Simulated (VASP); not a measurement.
## Zr: single point with PBE

Crystal: Zr.

```
CELL_PARAMETERS angstrom
-1.81000 1.81000 1.81000
1.81000 -1.81000 1.81000
1.81000 1.81000 -1.81000
ATOMIC_POSITIONS crystal
Zr 0.00000 0.00000 0.00000
```

```yaml
Program: VASP 6.6.1
Task: single point
Functional: PBE
Potentials_or_basis: VASP PAW PBE potentials, release 64 (Zr_sv)
Cutoff: 520 eV
k_mesh: 13 × 13 × 13
Occupations: fermi-dirac, width 0.1 eV
Spin: collinear spin, ferromagnetic start
Starting_moments: "[1.0] μB"
Fixed_moment: 1 μB
```

| Quantity | Value |
| --- | --- |
| Pressure | -0.6 GPa |
| Net moment | 1.00 μB per cell |
| Site moments | Zr +0.56 μB |
| Valence electrons inside the program's atomic spheres | Zr 9.82 |

Run time: 15 s on 1 thread of Intel(R) Xeon(R) 6975P-C (Granite Rapids), on a shared host, peak memory 0.17 GiB.

Caveat: the total moment is fixed, so each spin has its own Fermi level.
